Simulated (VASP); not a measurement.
Set up this calculation in VASP 6.6.1, as the native input.

```yaml
Task: single point
Functional: PBE
Potentials_or_basis: VASP PAW PBE potentials, release 64 (Hf_pv)
Cutoff: 520 eV
k_mesh: 13 × 13 × 13
Occupations: fermi-dirac, width 0.03 eV
Spin: no spin polarisation
Dipole_correction: no
Further_INCAR_settings: ALGO = Normal; EDIFF = 1e-07; NBANDS = 11
```

The structure of Hf lies in POSCAR:

```
Hf
1.0
    0.0000000000      2.2644000000      2.2200000000
    2.2644000000      0.0000000000      2.2200000000
    2.2644000000      2.2644000000      0.0000000000
Hf
1
Direct
    0.0000000000      0.0000000000      0.0000000000
```

This cell differs from its parent crystal: equal xx and yy strain of +2 %.

The input as run:

INCAR

```
SYSTEM = Hf
PREC = Accurate ; ENCUT = 520
EDIFF = 1E-7 ; ISMEAR = -1
SIGMA = 0.03 ; LREAL = .FALSE.
LASPH = .TRUE. ; NELM = 100
ALGO = Normal ; ISIF = 2
LWAVE = .FALSE. ; LCHARG = .FALSE.
GGA = PE ; NBANDS = 11
```

KPOINTS

```
regular mesh
0
G
  13 13 13
  0 0 0
```

Potentials or basis: VASP PAW PBE potentials, release 64 (Hf_pv).

Run with:

```bash
$ cat potpaw_PBE.64/Hf_pv/POTCAR > POTCAR
$ mpirun -np 1 vasp_std > vasp.out
```

Results of the run:

```yaml
Pressure: -1.5 GPa
Band_gap_on_the_k_mesh: zero (band 5 reaches 5.95 eV, above the bottom of band 6 at 4.03 eV)
```

Caveat: the cell differs from its parent crystal (equal xx and yy strain of +2 %); spin-orbit coupling is left out, which moves the levels of the heavy elements.

It took 37 s on 1 thread of Intel Xeon 8259CL, with other jobs on the host, peak memory 0.18 GiB.
